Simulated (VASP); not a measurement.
# GaSb (I-4m2) in VASP: notebook

The runs below take GaSb through single point, with PBEsol.

Program: VASP 6.6.1. These are calculated values, not measurements. Logs are shortened: lines on timing, memory, paths and dates and some standing lists are left out, and cuts for length are marked.

## 1. The cell of the first run

It takes space group I-4m2 (No. 119, tetragonal). Conventional cell: a = 4.191 Å, b = 4.191 Å, c = 6.519 Å, α = 90.00°, β = 90.00°, γ = 90.00°. Within 3.5 Å of Ga (site symmetry -4m2) lie 4 Sb at 2.65 Å. Sb (site symmetry -4m2) has 4 Ga at 2.65 Å within 3.5 Å.

## 2. Single point, PBEsol

INCAR

```
SYSTEM = GaSb
ALGO     = Normal         ! electronic algorithm
EDIFF    = 1E-6           ! SCF threshold, eV
ENCUT    = 520            ! plane-wave cutoff, eV
GGA      = PS             ! functional
ISIF     = 2              ! what is computed and relaxed
ISMEAR   = 0              ! smearing method
LASPH    = .True.         ! aspherical terms in the spheres
LCHARG   = .True.         ! write CHGCAR
LELF     = .True.         ! ELF
LREAL    = .False.        ! projectors in reciprocal space
LVHAR    = .True.       
LWAVE    = .False.        ! write WAVECAR
NBANDS   = 16             ! bands
NELM     = 80             ! most SCF steps
PREC     = Accurate       ! precision mode
SIGMA    = 0.15           ! smearing width, eV
```

KPOINTS

```
k-points
0
Gamma
  16 16 16
  0 0 0
```

POSCAR

```
GaSb
1.0
    0.0000000000      2.9633429475      3.2596772423
    2.9633429475      0.0000000000      3.2596772423
    2.9633429475      2.9633429475      0.0000000000
Ga Sb
1 1
Direct
    0.0000000000      0.0000000000      0.0000000000
    0.7500000000      0.7500000000      0.7500000000
```

Potentials or basis: VASP PAW PBE potentials, release 64 (Ga_d, Sb).

Launch:

```sh
$ cat potpaw_PBE.64/Ga_d/POTCAR potpaw_PBE.64/Sb/POTCAR > POTCAR
$ mpirun -np 1 vasp_std > vasp.out
```

OUTCAR:

```text
SYSTEM = GaSb
   EDIFF = 1E-6
   ENCUT = 520
   GGA = PS
   ISIF = 2
   ISMEAR = 0
   LASPH = .True.
   LREAL = .False.
   NELM = 80
   PREC = Accurate

 ion  position               nearest neighbor table
   1  0.000  0.000  0.000-   2 2.65   2 2.65   2 2.65   2 2.65
   2  0.750  0.750  0.750-   1 2.65   1 2.65   1 2.65   1 2.65

  LATTYP: Found a body centered tetragonal cell.
 ALAT       =     4.1907997863
 C/A-ratio  =     1.5556349186

  Lattice vectors:

 A1 = (  -2.9633429475,   0.0000000000,   3.2596772423)
 A2 = (   2.9633429475,   0.0000000000,   3.2596772423)
 A3 = (   0.0000000000,   2.9633429475,  -3.2596772423)

Analysis of symmetry for initial positions (statically):
=====================================================================
 Subroutine PRICEL returns:
 Original cell was already a primitive cell.

 Routine SETGRP: Setting up the symmetry group for a
 body centered tetragonal supercell.

 Subroutine GETGRP returns: Found  8 space group operations
 (whereof  8 operations were pure point group operations)
 out of a pool of 16 trial point group operations.

The static configuration has the point symmetry D_2d.

Analysis of symmetry for dynamics (positions and initial velocities):
=====================================================================
 Subroutine PRICEL returns:
 Original cell was already a primitive cell.

 Routine SETGRP: Setting up the symmetry group for a
 body centered tetragonal supercell.

 Subroutine GETGRP returns: Found  8 space group operations
 (whereof  8 operations were pure point group operations)
 out of a pool of 16 trial point group operations.

The dynamic configuration has the point symmetry D_2d.

 Subroutine INISYM returns: Found  8 space group operations
 (whereof  8 operations are pure point group operations),
 and found     1 'primitive' translations

----------------------------------------------------------------------------------------

                                     Primitive cell

  volume of cell :      57.2491

  direct lattice vectors                    reciprocal lattice vectors
     0.000000000  2.963342948  3.259677242    -0.168728361  0.168728361  0.153389420
     2.963342948  0.000000000  3.259677242     0.168728361 -0.168728361  0.153389420
     2.963342948  2.963342948  0.000000000     0.168728361  0.168728361 -0.153389420

  length of vectors
     4.405325998  4.405325998  4.190799786     0.283666766  0.283666766  0.283666766

  position of ions in fractional coordinates (direct lattice)
     0.000000000  0.000000000  0.000000000
     0.750000000  0.750000000  0.750000000

  ion indices of the primitive-cell ions
   primitive index   ion index
                 1           1
                 2           2

----------------------------------------------------------------------------------------

 KPOINTS: k-points

Automatic generation of k-mesh.
 Grid dimensions read from file:
 generate k-points for:   16   16   16

 Generating k-lattice:

  Cartesian coordinates                     Fractional coordinates (reciprocal lattice)
    -0.010545523  0.010545523  0.009586839     0.062500000  0.000000000  0.000000000
     0.010545523 -0.010545523  0.009586839     0.000000000  0.062500000  0.000000000
     0.010545523  0.010545523 -0.009586839     0.000000000  0.000000000  0.062500000

  Length of vectors
     0.017729173  0.017729173  0.017729173

  Shift w.r.t. Gamma in fractional coordinates (k-lattice)
     0.000000000  0.000000000  0.000000000

 Subroutine IBZKPT returns following result:
 ===========================================

 Found    349 irreducible k-points:

 Following reciprocal coordinates:
            Coordinates               Weight
  0.000000  0.000000  0.000000      1.000000
  0.062500  0.000000  0.000000      8.000000
  0.125000  0.000000  0.000000      8.000000
  0.187500  0.000000  0.000000      8.000000
  0.250000  0.000000  0.000000      8.000000
  0.312500  0.000000  0.000000      8.000000
[... 16 lines left out ...]
 -0.125000  0.062500  0.000000      8.000000
 -0.062500  0.062500  0.000000      4.000000
 [... further k-points ...]
   k-points           NKPTS =    349   k-points in BZ     NKDIM =    349   number of bands    NBANDS=     16
   number of dos      NEDOS =    301   number of ions     NIONS =      2
   total plane-waves  NPLWV =  41472
   dimension x,y,z NGX =    36 NGY =   36 NGZ =   32
   dimension x,y,z NGXF=    72 NGYF=   72 NGZF=   64
   ions per type =               1   1
   NGX,Y,Z   is equivalent  to a cutoff of  13.59, 13.59, 12.69 a.u.
   NGXF,Y,Z  is equivalent  to a cutoff of  27.17, 27.17, 25.39 a.u.
 SYSTEM =  GaSb
   PREC   = accura    normal or accurate (medium, high low for compatibility)
   ISTART =      0    job   : 0-new  1-cont  2-samecut
   ICHARG =      2    charge: 1-file 2-atom 10-const
   ISPIN  =      1    spin polarized calculation?
   LNONCOLLINEAR =      F non collinear calculations
   LSORBIT =      F    spin-orbit coupling
   LASPH  =      T    aspherical Exc in radial PAW
   ENCUT  =  520.0 eV  38.22 Ry    6.18 a.u.   8.19  8.19  7.79*2*pi/ulx,y,z
   NELM   =     80;   NELMIN=  2; NELMDL= -5     # of ELM steps
   EDIFF  = 0.1E-05   stopping-criterion for ELM
   LREAL  =      F    real-space projection
   EDIFFG = 0.1E-04   stopping-criterion for IOM
   NSW    =      0    number of steps for IOM
   IBRION =     -1    ionic relax: 0-MD 1-quasi-New 2-CG
   NFREE  =      0    steps in history (QN), initial steepest desc. (CG)
   ISIF   =      2    stress and relaxation
   ISYM   =      2    0-nonsym 1-usesym 2-fastsym
   POTIM  = 0.5000    time-step for ionic-motion
   TEBEG  =    0.0;   TEEND  =   0.0 temperature during run
   PSTRESS=    0.0 pullay stress
   NELECT =      18.0000    total number of electrons
   NUPDOWN=      -1.0000    fix difference up-down
   EMIN   =  10.00;   EMAX   =-10.00  energy-range for DOS
   EFERMI =   0.00;   METHOD = LEGACY
   ISMEAR =     0;   SIGMA  =   0.15  broadening in eV -4-tet -1-fermi 0-gaus
   EFERMI_NEDOS =   21; number of points for ismear=-14 and -15
   IALGO  =     38    algorithm
   IMIX   =      4    mixing-type and parameters
     AMIX     =   0.40;   BMIX     =  1.00
     AMIX_MAG =   1.60;   BMIX_MAG =  1.00
  volume/ion in A,a.u.               =      28.62       193.17
  Fermi-wavevector in a.u.,A,eV,Ry     =   1.113208  2.103657 16.860766  1.239231
  Thomas-Fermi vector in A             =   2.249790
   LORBIT       =      0    0 simple, 1 ext, 2 COOP (PROOUT), +10 PAW based schemes
   GGA     = PS    functional components
   LHFCALC =     F    Hartree Fock is set to
   AEXX    =    0.0000 exact exchange contribution
   IVDW    =     0    specifies the selected vdW correction
   LEPSILON=     F    determine dielectric tensor
   LRPA    =     F    only Hartree local field effects (RPA)
 non-spin polarized calculation
 Gauss-broadening in eV      SIGMA  =   0.15
  energy-cutoff  :      520.00
  volume of cell :       57.25
 maximum number of plane-waves:      1572
 NGX is ok and might be reduce to    36

 number of electron      17.9999998 magnetization

 Free energy of the ion-electron system (eV)
  ---------------------------------------------------
  ext. energy  EPLUGINS =         0.00000000
  ---------------------------------------------------
  free energy    TOTEN  =        -8.10281458 eV

  energy without entropy =       -8.10211751  energy(sigma->0) =       -8.10246605

 E-fermi :   4.9337     XC(G=0):  -9.2761

 val. band max:        4.8971468699   @ k =  -0.0625   0.0625   0.0000
 cond. band min:       4.9364256692   @ k =   0.0000   0.0000   0.0000
 fundamental gap:      0.0392787993
 Fermi energy:         4.9337347373

 k-point     1 :       0.0000    0.0000    0.0000
  band No.  band energies     occupation
      1     -10.2733      2.00000
      2     -10.2610      2.00000
      3     -10.2610      2.00000
      4     -10.2206      2.00000
      5     -10.2127      2.00000
      6      -6.7573      2.00000
[... 8 lines left out ...]
     15      12.3771      0.00000
     16      13.0101      0.00000

 k-point     2 :       0.0625    0.0000    0.0000
  band No.  band energies     occupation
      1     -10.2732      2.00000
      2     -10.2618      2.00000
      3     -10.2606      2.00000
      4     -10.2207      2.00000
      5     -10.2127      2.00000
      6      -6.7168      2.00000
[... 8 lines left out ...]
     15      12.0948      0.00000
     16      13.4168      0.00000

 k-point     3 :       0.1250    0.0000    0.0000
  band No.  band energies     occupation
      1     -10.2734      2.00000
      2     -10.2633      2.00000
      3     -10.2593      2.00000
      4     -10.2211      2.00000
      5     -10.2125      2.00000
      6      -6.5966      2.00000
[... 8 lines left out ...]
     15      11.8526      0.00000
     16      13.0787      0.00000

 k-point     4 :       0.1875    0.0000    0.0000
  band No.  band energies     occupation
      1     -10.2756      2.00000
      2     -10.2637      2.00000
      3     -10.2575      2.00000
      4     -10.2215      2.00000
      5     -10.2121      2.00000
      6      -6.4010      2.00000
[... 8 lines left out ...]
     15      12.1252      0.00000
     16      12.6810      0.00000
[... 324 lines left out ...]
 k-point    22 :      -0.1875    0.0625    0.0000
  band No.  band energies     occupation
      1     -10.2758      2.00000
      2     -10.2649      2.00000
      3     -10.2569      2.00000
      4     -10.2224      2.00000
      5     -10.2116      2.00000
      6      -6.2707      2.00000
[... 8 lines left out ...]
     15      12.1890      0.00000
     16      12.7368      0.00000

 k-point    23 :      -0.1250    0.0625    0.0000
  band No.  band energies     occupation
      1     -10.2709      2.00000
      2     -10.2670      2.00000
      3     -10.2588      2.00000
      4     -10.2218      2.00000
      5     -10.2121      2.00000
      6      -6.4935      2.00000
[... 8 lines left out ...]
     15      12.4926      0.00000
     16      12.5222      0.00000

 k-point    24 :      -0.0625    0.0625    0.0000
  band No.  band energies     occupation
      1     -10.2711      2.00000
      2     -10.2648      2.00000
      3     -10.2601      2.00000
      4     -10.2212      2.00000
      5     -10.2124      2.00000
      6      -6.6442      2.00000
[... 8 lines left out ...]
     15      12.4912      0.00000
     16      13.0016      0.00000

 [... further k-points ...]

------------------------ aborting loop because EDIFF is reached ----------------------------------------

  FORCE on cell =-STRESS in cart. coord.  units (eV):
  Direction    XX          YY          ZZ          XY          YZ          ZX
  --------------------------------------------------------------------------------------
  -------------------------------------------------------------------------------------
  Total        0.5382421      0.5382421     -1.2036578      0.0000000      0.0000000      0.0000000
  in kB       15.0632903     15.0632903    -33.6856708      0.0000000      0.0000000      0.0000000
  external PRESSURE =      -1.1863634 kB  Pullay stress =       0.0000000 kB

 VOLUME and BASIS-vectors are now :
 -----------------------------------------------------------------------------
  energy-cutoff  :      520.00
  volume of cell :       57.25
      direct lattice vectors                 reciprocal lattice vectors
     0.000000000  2.963342948  3.259677242    -0.168728361  0.168728361  0.153389420
     2.963342948  0.000000000  3.259677242     0.168728361 -0.168728361  0.153389420
     2.963342948  2.963342948  0.000000000     0.168728361  0.168728361 -0.153389420

 POSITION                                       TOTAL-FORCE (eV/Angst)
 -----------------------------------------------------------------------------------
      0.00000      0.00000      0.00000        -0.000000     -0.000000      0.000000
      4.44501      4.44501      4.88952         0.000000      0.000000     -0.000000
 -----------------------------------------------------------------------------------
    total drift:                                0.000003      0.000003     -0.000002

  FREE ENERGIE OF THE ION-ELECTRON SYSTEM (eV)
  ---------------------------------------------------
  free  energy   TOTEN  =        -8.1028145823 eV

  energy  without entropy=       -8.1021175146  energy(sigma->0) =       -8.10246605
```

Run time: 6.1 min. Hardware: 1 thread of Intel Xeon 8259CL, shared host; peak memory 0.46 GiB.

Results:

| Quantity | Value |
| --- | --- |
| Free energy | -8.1028 eV |
| Pressure | -0.1 GPa |
| Band gap on the k mesh | zero (filled and empty bands touch) |

Stress tensor (GPa, compression positive):
```
 1.51  0.00  0.00
 0.00  1.51  0.00
 0.00  0.00 -3.37
```

Caveat: semilocal functionals underestimate gaps, and a narrow one can read as zero; the PAW data sets were made with another functional, which shifts forces and pressure a little; spin-orbit coupling is left out, which moves the levels of the heavy elements.

## 3. Single point, PBEsol

This run uses another cell than the first one, of the same volume but with other edges.

INCAR

```
SYSTEM = GaSb
PREC = Accurate ; ENCUT = 520
EDIFF = 1E-6 ; ISMEAR = 0
SIGMA = 0.15 ; LREAL = .False.
LASPH = .True. ; NELM = 80
ALGO = Normal ; ISIF = 2
LWAVE = .False. ; LCHARG = .False.
GGA = PS ; NBANDS = 16
```

KPOINTS

```
regular mesh
0
Gamma
  16 16 16
  0 0 0
```

POSCAR

```
GaSb
1.0
    0.0000000000      3.5313575445      2.2953824039
    3.5313575445      0.0000000000      2.2953824039
    3.5313575445      3.5313575445      0.0000000000
Ga Sb
1 1
Direct
    0.0000000000      0.0000000000      0.0000000000
    0.7500000000      0.7500000000      0.7500000000
```

Potentials or basis: VASP PAW PBE potentials, release 64 (Ga_d, Sb).

Launch:

```sh
$ cat potpaw_PBE.64/Ga_d/POTCAR potpaw_PBE.64/Sb/POTCAR > POTCAR
$ mpirun -np 1 vasp_std > vasp.out
```

It took 5.9 min on 1 thread of Intel Xeon 8259CL, shared host; peak memory 0.46 GiB.

It converged, with:

```yaml
Free_energy: -7.7226 eV
Pressure: -3.0 GPa
Band_gap_on_the_k_mesh: zero (bands 9 and 10 overlap by 1.82 eV)
```

Stress tensor (GPa, compression positive):
```
-4.69  0.00  0.00
 0.00 -4.69  0.00
 0.00  0.00  0.24
```

Levels at points of the mesh, in eV from the Fermi level:
| k point | band 5 | band 6 | band 7 | band 8 | band 9 | band 10 | band 11 | band 12 | band 13 | band 14 |
| --- | --- | --- | --- | --- | --- | --- | --- | --- | --- | --- |
| (0.00, 0.00, 0.00) | -14.76 | -11.07 | -0.73 | -0.43 | -0.43 | 1.18 | 3.24 | 4.35 | 4.35 | 5.77 |
| (0.50, 0.00, 0.00) | -14.75 | -9.34 | -5.94 | -1.87 | -0.86 | -0.07 | 2.90 | 4.63 | 6.85 | 8.88 |
| (0.50, 0.50, 0.00) | -14.74 | -8.10 | -5.25 | -3.58 | -3.58 | -0.28 | 0.77 | 8.94 | 8.94 | 9.86 |
| (0.50, 0.00, 0.50) | -14.75 | -9.17 | -6.97 | -0.96 | -0.75 | 2.48 | 2.55 | 5.56 | 5.68 | 6.92 |

Caveat: the cell stands under tension; the PAW data sets were made with another functional, which shifts forces and pressure a little; spin-orbit coupling is left out, which moves the levels of the heavy elements.

[end of part 1 of 2]

The gap in the log of VASP goes by the Fermi energy; the results here count the filled bands.